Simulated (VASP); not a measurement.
# Si (Fd-3m) in VASP: notebook

Runs on Si. Level: LDA. Tasks: single point.

Everything below comes from runs of VASP 6.6.1. Logs are shortened: lines on timing, memory, paths and dates and some standing lists are left out, and cuts for length are marked.

## Step 1: The cell of the first run

The structure is cubic, space group Fd-3m (No. 227). Conventional cell: a = 5.431 Å, b = 5.431 Å, c = 5.431 Å, α = 90.00°, β = 90.00°, γ = 90.00°. Within 3.1 Å of Si (site symmetry -43m) lie 4 Si at 2.35 Å.

## Step 2: Single point, LDA

INCAR

```
SYSTEM = Si
PREC = Accurate ; ENCUT = 500
EDIFF = 1E-6 ; ISMEAR = 0
SIGMA = 0.1 ; LREAL = .False.
LASPH = .True. ; NELM = 120
ALGO = Normal ; ISIF = 2
LWAVE = .False. ; LCHARG = .False.
GGA = CA ; NBANDS = 11
GGA_COMPAT = .False.
```

KPOINTS

```
Automatic mesh
0
Gamma
  6 6 6
  0 0 0
```

POSCAR

```
Si
1.0
    0.0000000000      2.7155000000      2.7155000000
    2.7155000000      0.0000000000      2.7155000000
    2.7155000000      2.7155000000      0.0000000000
Si
2
Direct
    0.0000000000      0.0000000000      0.0000000000
    0.2500000000      0.2500000000      0.2500000000
```

Potentials or basis: VASP PAW LDA potentials, release 64 (Si).

On the command line:

```console
$ cat potpaw_LDA.64/Si/POTCAR > POTCAR
$ mpirun -np 1 vasp_std > vasp.out
```

OUTCAR:

```text
SYSTEM = Si
   PREC = Accurate
   ENCUT = 500
   EDIFF = 1E-6
   ISMEAR = 0
   LREAL = .False.
   LASPH = .True.
   NELM = 120
   ISIF = 2
   GGA = CA

 ion  position               nearest neighbor table
   1  0.000  0.000  0.000-   2 2.35   2 2.35   2 2.35   2 2.35
   2  0.250  0.250  0.250-   1 2.35   1 2.35   1 2.35   1 2.35

  LATTYP: Found a face centered cubic cell.
 ALAT       =     5.4310000000

  Lattice vectors:

 A1 = (   0.0000000000,   2.7155000000,   2.7155000000)
 A2 = (   2.7155000000,   0.0000000000,   2.7155000000)
 A3 = (   2.7155000000,   2.7155000000,   0.0000000000)

Analysis of symmetry for initial positions (statically):
=====================================================================
 Subroutine PRICEL returns:
 Original cell was already a primitive cell.

 Routine SETGRP: Setting up the symmetry group for a
 face centered cubic supercell.

 Subroutine GETGRP returns: Found 48 space group operations
 (whereof 24 operations were pure point group operations)
 out of a pool of 48 trial point group operations.

The static configuration has the point symmetry T_d .
 The point group associated with its full space group is O_h .

Analysis of symmetry for dynamics (positions and initial velocities):
=====================================================================
 Subroutine PRICEL returns:
 Original cell was already a primitive cell.

 Routine SETGRP: Setting up the symmetry group for a
 face centered cubic supercell.

 Subroutine GETGRP returns: Found 48 space group operations
 (whereof 24 operations were pure point group operations)
 out of a pool of 48 trial point group operations.

The dynamic configuration has the point symmetry T_d .
 The point group associated with its full space group is O_h .

 Subroutine INISYM returns: Found 48 space group operations
 (whereof 24 operations are pure point group operations),
 and found     1 'primitive' translations

----------------------------------------------------------------------------------------

                                     Primitive cell

  volume of cell :      40.0479

  direct lattice vectors                    reciprocal lattice vectors
     0.000000000  2.715500000  2.715500000    -0.184128153  0.184128153  0.184128153
     2.715500000  0.000000000  2.715500000     0.184128153 -0.184128153  0.184128153
     2.715500000  2.715500000  0.000000000     0.184128153  0.184128153 -0.184128153

  length of vectors
     3.840296929  3.840296929  3.840296929     0.318919316  0.318919316  0.318919316

  position of ions in fractional coordinates (direct lattice)
     0.000000000  0.000000000  0.000000000
     0.250000000  0.250000000  0.250000000

  ion indices of the primitive-cell ions
   primitive index   ion index
                 1           1
                 2           2

----------------------------------------------------------------------------------------

 KPOINTS: Automatic mesh

Automatic generation of k-mesh.
 Grid dimensions read from file:
 generate k-points for:    6    6    6

 Generating k-lattice:

  Cartesian coordinates                     Fractional coordinates (reciprocal lattice)
    -0.030688026  0.030688026  0.030688026     0.166666667  0.000000000  0.000000000
     0.030688026 -0.030688026  0.030688026     0.000000000  0.166666667  0.000000000
     0.030688026  0.030688026 -0.030688026     0.000000000  0.000000000  0.166666667

  Length of vectors
     0.053153219  0.053153219  0.053153219

  Shift w.r.t. Gamma in fractional coordinates (k-lattice)
     0.000000000  0.000000000  0.000000000

 Subroutine IBZKPT returns following result:
 ===========================================

 Found     16 irreducible k-points:

 Following reciprocal coordinates:
            Coordinates               Weight
  0.000000  0.000000  0.000000      1.000000
  0.166667  0.000000  0.000000      8.000000
  0.333333  0.000000  0.000000      8.000000
  0.500000  0.000000  0.000000      4.000000
  0.166667  0.166667  0.000000      6.000000
  0.333333  0.166667  0.000000     24.000000
[... 8 lines left out ...]
 -0.333333  0.333333  0.166667     24.000000
 -0.333333  0.500000  0.166667     12.000000
   k-points           NKPTS =     16   k-points in BZ     NKDIM =     16   number of bands    NBANDS=     11
   number of dos      NEDOS =    301   number of ions     NIONS =      2
   total plane-waves  NPLWV =  21952
   dimension x,y,z NGX =    28 NGY =   28 NGZ =   28
   dimension x,y,z NGXF=    56 NGYF=   56 NGZF=   56
   ions per type =               2
   NGX,Y,Z   is equivalent  to a cutoff of  12.12, 12.12, 12.12 a.u.
   NGXF,Y,Z  is equivalent  to a cutoff of  24.24, 24.24, 24.24 a.u.
 SYSTEM =  Si
   PREC   = accura    normal or accurate (medium, high low for compatibility)
   ISTART =      0    job   : 0-new  1-cont  2-samecut
   ICHARG =      2    charge: 1-file 2-atom 10-const
   ISPIN  =      1    spin polarized calculation?
   LNONCOLLINEAR =      F non collinear calculations
   LSORBIT =      F    spin-orbit coupling
   LASPH  =      T    aspherical Exc in radial PAW
   ENCUT  =  500.0 eV  36.75 Ry    6.06 a.u.   7.00  7.00  7.00*2*pi/ulx,y,z
   NELM   =    120;   NELMIN=  2; NELMDL= -5     # of ELM steps
   EDIFF  = 0.1E-05   stopping-criterion for ELM
   LREAL  =      F    real-space projection
   EDIFFG = 0.1E-04   stopping-criterion for IOM
   NSW    =      0    number of steps for IOM
   IBRION =     -1    ionic relax: 0-MD 1-quasi-New 2-CG
   NFREE  =      0    steps in history (QN), initial steepest desc. (CG)
   ISIF   =      2    stress and relaxation
   ISYM   =      2    0-nonsym 1-usesym 2-fastsym
   POTIM  = 0.5000    time-step for ionic-motion
   TEBEG  =    0.0;   TEEND  =   0.0 temperature during run
   PSTRESS=    0.0 pullay stress
   NELECT =       8.0000    total number of electrons
   NUPDOWN=      -1.0000    fix difference up-down
   EMIN   =  10.00;   EMAX   =-10.00  energy-range for DOS
   EFERMI =   0.00;   METHOD = LEGACY
   ISMEAR =     0;   SIGMA  =   0.10  broadening in eV -4-tet -1-fermi 0-gaus
   EFERMI_NEDOS =   21; number of points for ismear=-14 and -15
   IALGO  =     38    algorithm
   IMIX   =      4    mixing-type and parameters
     AMIX     =   0.40;   BMIX     =  1.00
     AMIX_MAG =   1.60;   BMIX_MAG =  1.00
  volume/ion in A,a.u.               =      20.02       135.13
  Fermi-wavevector in a.u.,A,eV,Ry     =   0.956999  1.808467 12.460868  0.915848
  Thomas-Fermi vector in A             =   2.085978
   LORBIT       =      0    0 simple, 1 ext, 2 COOP (PROOUT), +10 PAW based schemes
   GGA     = CA    functional components
   LHFCALC =     F    Hartree Fock is set to
   AEXX    =    0.0000 exact exchange contribution
   IVDW    =     0    specifies the selected vdW correction
   LEPSILON=     F    determine dielectric tensor
   LRPA    =     F    only Hartree local field effects (RPA)
 non-spin polarized calculation
 Gauss-broadening in eV      SIGMA  =   0.10
  energy-cutoff  :      500.00
  volume of cell :       40.05
 maximum number of plane-waves:      1034
   NGX = 13   NGY = 13   NGZ = 13

 number of electron       8.0000001 magnetization

 Free energy of the ion-electron system (eV)
  ---------------------------------------------------
  ext. energy  EPLUGINS =         0.00000000
  ---------------------------------------------------
  free energy    TOTEN  =       -11.89116753 eV

  energy without entropy =      -11.89116722  energy(sigma->0) =      -11.89116737

 E-fermi :   6.0692     XC(G=0):  -9.6022

 val. band max:        5.7767368772   @ k =   0.0000   0.0000   0.0000
 cond. band min:       6.3751706568   @ k =   0.5000   0.5000   0.0000
 fundamental gap:      0.5984337797
 Fermi energy:         6.0692000796

 k-point     1 :       0.0000    0.0000    0.0000
  band No.  band energies     occupation
      1      -6.1818      2.00000
      2       5.7767      1.99996
      3       5.7767      1.99996
      4       5.7767      1.99996
      5       8.2967      0.00000
      6       8.2967      0.00000
      7       8.2967      0.00000
      8       8.9836      0.00000
      9      13.4468      0.00000
     10      13.4998      0.00000
     11      13.4998      0.00000

 k-point     2 :       0.1667    0.0000    0.0000
  band No.  band energies     occupation
      1      -5.8204      2.00000
      2       3.3798      2.00000
      3       5.3255      2.00000
      4       5.3255      2.00000
      5       8.0345      0.00000
      6       8.9432      0.00000
      7       8.9432      0.00000
      8      11.0928      0.00000
      9      12.8337      0.00000
     10      12.8337      0.00000
     11      14.6113      0.00000

 k-point     3 :       0.3333    0.0000    0.0000
  band No.  band energies     occupation
      1      -4.8033      2.00000
      2       0.4247      2.00000
      3       4.7777      2.00000
      4       4.7777      2.00000
      5       7.4304      0.00000
      6       9.2334      0.00000
      7       9.2334      0.00000
      8      13.4494      0.00000
      9      13.7170      0.00000
     10      13.7170      0.00000
     11      14.6858      0.00000

 k-point     4 :       0.5000    0.0000    0.0000
  band No.  band energies     occupation
      1      -3.8429      2.00000
      2      -1.2158      2.00000
      3       4.5809      2.00000
      4       4.5809      2.00000
      5       7.2023      0.00000
      6       9.0637      0.00000
      7       9.0637      0.00000
      8      13.2837      0.00000
      9      16.2906      0.00000
     10      16.2906      0.00000
     11      16.9118      0.00000

 k-point     5 :       0.1667    0.1667    0.0000
  band No.  band energies     occupation
      1      -5.6975      2.00000
      2       3.7244      2.00000
      3       4.5797      2.00000
      4       4.5797      2.00000
      5       7.4036      0.00000
      6       9.9657      0.00000
      7      10.0740      0.00000
      8      10.0740      0.00000
      9      12.2913      0.00000
     10      14.0364      0.00000
     11      15.2748      0.00000
[... 99 lines left out ...]
 k-point    13 :       0.5000    0.5000    0.0000
  band No.  band energies     occupation
      1      -2.0380      2.00000
      2      -2.0380      2.00000
      3       2.9221      2.00000
      4       2.9221      2.00000
      5       6.3752      0.00002
      6       6.3752      0.00002
      7      15.7511      0.00000
      8      15.7511      0.00000
      9      16.6962      0.00000
     10      16.6962      0.00000
     11      18.2897      0.00000

 k-point    14 :       0.5000    0.3333    0.1667
  band No.  band energies     occupation
      1      -3.8905      2.00000
      2       0.1303      2.00000
      3       2.1807      2.00000
      4       3.4693      2.00000
      5       8.5487      0.00000
      6       9.3933      0.00000
      7       9.9339      0.00000
      8      12.7653      0.00000
      9      14.7011      0.00000
     10      15.5648      0.00000
     11      18.6614      0.00000

 k-point    15 :      -0.3333    0.3333    0.1667
  band No.  band energies     occupation
      1      -2.9018      2.00000
      2      -1.0709      2.00000
      3       1.7379      2.00000
      4       2.9981      2.00000
      5       9.0417      0.00000
      6       9.2515      0.00000
      7      11.7840      0.00000
      8      12.2060      0.00000
      9      13.2523      0.00000
     10      16.7842      0.00000
     11      17.6201      0.00000

 k-point    16 :      -0.3333    0.5000    0.1667
  band No.  band energies     occupation
      1      -1.9154      2.00000
      2      -1.9154      2.00000
      3       2.1065      2.00000
      4       2.1065      2.00000
      5       8.4335      0.00000
      6       8.4335      0.00000
      7      12.4513      0.00000
      8      12.4513      0.00000
      9      16.2502      0.00000
     10      16.2502      0.00000
     11      18.6288      0.00000

------------------------ aborting loop because EDIFF is reached ----------------------------------------

  FORCE on cell =-STRESS in cart. coord.  units (eV):
  Direction    XX          YY          ZZ          XY          YZ          ZX
  --------------------------------------------------------------------------------------
  -------------------------------------------------------------------------------------
  Total       -0.3485745     -0.3485745     -0.3485745      0.0000000      0.0000000     -0.0000000
  in kB      -13.9452660    -13.9452660    -13.9452660      0.0000000      0.0000000     -0.0000000
  external PRESSURE =     -13.9452660 kB  Pullay stress =       0.0000000 kB

 VOLUME and BASIS-vectors are now :
 -----------------------------------------------------------------------------
  energy-cutoff  :      500.00
  volume of cell :       40.05
      direct lattice vectors                 reciprocal lattice vectors
     0.000000000  2.715500000  2.715500000    -0.184128153  0.184128153  0.184128153
     2.715500000  0.000000000  2.715500000     0.184128153 -0.184128153  0.184128153
     2.715500000  2.715500000  0.000000000     0.184128153  0.184128153 -0.184128153

 POSITION                                       TOTAL-FORCE (eV/Angst)
 -----------------------------------------------------------------------------------
      0.00000      0.00000      0.00000         0.000000      0.000000      0.000000
      1.35775      1.35775      1.35775        -0.000000      0.000000     -0.000000
 -----------------------------------------------------------------------------------
    total drift:                                0.000000      0.000000     -0.000000

  FREE ENERGIE OF THE ION-ELECTRON SYSTEM (eV)
  ---------------------------------------------------
  free  energy   TOTEN  =       -11.8911675278 eV

  energy  without entropy=      -11.8911672173  energy(sigma->0) =      -11.89116737
```

It took 4.6 s on 1 thread of Intel Xeon Platinum 8375C at 2.90GHz (Ice Lake), shared host; peak memory 0.13 GiB.

Results:

```yaml
Free_energy: -11.8912 eV
Pressure: -1.4 GPa
Band_gap_on_the_k_mesh: 0.60 eV, indirect (least direct gap 2.52 eV)
```

Levels at points of the mesh, in eV from the valence-band top:
```
           k point  band 1  band 2  band 3  band 4  band 5  band 6  band 7  band 8
(0.00, 0.00, 0.00)  -11.96    0.00    0.00    0.00    2.52    2.52    2.52    3.21
(0.50, 0.00, 0.00)   -9.62   -6.99   -1.20   -1.20    1.43    3.29    3.29    7.51
(0.50, 0.50, 0.00)   -7.81   -7.81   -2.85   -2.85    0.60    0.60    9.97    9.97
```

A k mesh can miss the band edges. A hybrid or GW would open this gap; LDA tends to underestimate it.

## Step 3: Single point, LDA

This run uses another cell than the first one, of 19.70 Å³/atom, 0.984 times its volume.

INCAR

```
SYSTEM = Si
PREC = Accurate
ENCUT = 500
EDIFF = 1E-6
ISMEAR = 0
SIGMA = 0.02
LREAL = .FALSE.
LASPH = .TRUE.
NELM = 120
ALGO = Normal
ISIF = 2
LWAVE = .FALSE.
LCHARG = .FALSE.
GGA = CA
NBANDS = 11
GGA_COMPAT = .FALSE.
```

KPOINTS

```
Automatic mesh
0
G
  8 8 8
  0 0 0
```

POSCAR

```
Si
1.0
    0.0000000000      2.7008716986      2.7008716986
    2.7008716986      0.0000000000      2.7008716986
    2.7008716986      2.7008716986      0.0000000000
Si
2
Direct
    0.0000000000      0.0000000000      0.0000000000
    0.2500000000      0.2500000000      0.2500000000
```

Potentials or basis: VASP PAW LDA potentials, release 64 (Si).

On the command line:

```console
$ cat potpaw_LDA.64/Si/POTCAR > POTCAR
$ mpirun -np 1 vasp_std > vasp.out
```

Wall time 7.4 s (1 thread of Intel Xeon Platinum 8375C at 2.90GHz (Ice Lake), shared host); peak memory 0.13 GiB.

The run converged. Its results:

- Free energy: -11.9155 eV
- Pressure: 0.1 GPa
- Band gap on the k mesh: 0.49 eV, indirect (least direct gap 2.53 eV)

Levels at points of the mesh, in eV from the valence-band top:
| k point | band 2 | band 3 | band 4 | band 5 | band 6 | band 7 |
| --- | --- | --- | --- | --- | --- | --- |
| (0.00, 0.00, 0.00) | 0.00 | 0.00 | 0.00 | 2.53 | 2.53 | 2.53 |
| (0.50, 0.00, 0.00) | -7.07 | -1.21 | -1.21 | 1.49 | 3.28 | 3.28 |
| (0.50, 0.50, 0.00) | -7.87 | -2.90 | -2.90 | 0.57 | 0.57 | 10.12 |

A k mesh can miss the band edges. Expect the measured gap to be larger: semilocal functionals such as LDA lack the derivative discontinuity.
